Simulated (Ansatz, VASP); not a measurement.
Two plane-wave programs on RuSe

```
Ru Se
1.0
     0.00000    2.73355    2.73355
     2.73355    0.00000    2.73355
     2.73355    2.73355    0.00000
Ru Se
1 1
Direct
  0.00000 0.00000 0.00000
  0.25000 0.25000 0.25000
```

Alike in both runs: task single point; functional PBE; k mesh 10 × 10 × 10; occupations gaussian, width 0.05 eV; no spin polarisation.

```csv
,VASP,Ansatz
version,VASP 6.6.1,Ansatz 0.2.0
potentials or method,"VASP PAW PBE potentials, release 64 (Ru_pv, Se), cutoff 520 eV","scalar-relativistic, plane waves, PAW"
valence electrons in the cell,20,32
```

|  | VASP | Ansatz | Ansatz less VASP |
| --- | --- | --- | --- |
| gap on the k mesh at the Fermi level (eV) | none | none | - |
| pressure (GPa) | 2.6 | 2.5 | -0.12 |

A gap of «none» marks a metal or a gap that the smearing closes. VASP's potentials hold 20 valence electrons a cell and Ansatz's 32, so a difference there can come from the potentials and not from the codes.
